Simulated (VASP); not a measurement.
Here is a VASP 6.6.1 calculation.

Contents of INCAR:

```
SYSTEM = BN
PREC = Accurate
ENCUT = 600
EDIFF = 1E-7
ISMEAR = 0
SIGMA = 0.02
LREAL = .False.
LASPH = .True.
NELM = 120
ALGO = Normal
ISIF = 3
LWAVE = .False.
LCHARG = .False.
IBRION = 2
NSW = 100
EDIFFG = -0.002
GGA_COMPAT = .False.
NELMIN = 4
```

File KPOINTS:

```
Automatic mesh
0
Gamma
  12 12 4
  0 0 0
```

POSCAR

```
BN
1.0
    2.4888436504      0.0000000000      0.0000000000
   -1.2444218252      2.1554018273      0.0000000000
    0.0000000000      0.0000000000      6.5324323347
B N
2 2
Direct
    0.3333333333      0.6666666667      0.2500000000
    0.6666666667      0.3333333333      0.7500000000
    0.3333333333      0.6666666667      0.7500000000
    0.6666666667      0.3333333333      0.2500000000
```

Potentials or basis: VASP PAW LDA potentials, release 64 (B, N).

Launch:

```sh
$ cat potpaw_LDA.64/B/POTCAR potpaw_LDA.64/N/POTCAR > POTCAR
$ mpirun -np 1 vasp_std > vasp.out
```

Problem. Predict the relaxed volume.

Solution. 8.64 Å³/atom.

Problem. What does it give for the relaxed cell?

Solution. a = 2.490 Å, b = 2.490 Å, c = 6.436 Å, α = 90.00°, β = 90.00°, γ = 120.00°.

Problem. Estimate the space group after relaxing (to 0.05 Å).

Solution. P6_3/mmc (No. 194).

Step by step:
```
step  energy change (eV)  largest force (eV/Å)  pressure (GPa)  volume (Å³)
   1              0.0000                0.0000            0.26        35.04
   2              0.0001                0.0000           -0.91        35.11
   3             -0.0001                0.0000           -0.23        35.07
   4             -0.0002                0.0000           -0.21        35.03
   5             -0.0005                0.0000           -0.17        34.91
   6             -0.0007                0.0000           -0.08        34.66
   7             -0.0008                0.0000           -0.05        34.56
   8             -0.0008                0.0000           -0.05        34.57
   9             -0.0007                0.0000            0.38        34.54
  10             -0.0008                0.0000            0.00        34.57
```

LDA usually gives volumes a few per cent too small. Zero-point motion and thermal expansion aren't in these numbers.
